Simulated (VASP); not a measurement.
GaP:

```xyz
2
Lattice="0.0000 2.6884 2.6884 2.6884 0.0000 2.6884 2.6884 2.6884 0.0000" Properties=species:S:1:pos:R:3 pbc="T T T"
Ga    0.0000    0.0000    0.0000
P     4.0326    4.0326    4.0326
```

Base run:

| Property | Result |
| --- | --- |
| Program | VASP 6.6.1 |
| Functional | PBE |
| Dispersion | D4 |
| Potentials or basis | VASP PAW PBE potentials, release 64 (Ga_d, P) |
| Cutoff | 520 eV |
| k mesh | 8 × 8 × 8 |
| Occupations | fermi-dirac, width 0.05 eV |
| Spin | no spin polarisation |

Its results: band gap on the k mesh 1.57 eV, indirect (least direct gap 2.17 eV); pressure 2.8 GPa.

**Question.** The run is repeated on the same cell with these changes: functional from PBE to BLYP; dispersion from D4 to D3(BJ). What comes out?

**Answer.** Band gap on the k mesh 1.72 eV, indirect (least direct gap 2.08 eV); pressure 3.8 GPa.

Several settings changed at once, so the effect can't be laid on one alone.

Caveats: the PAW data sets were made with another functional, which shifts forces and pressure a little (some runs).

A k mesh can miss the band edges.
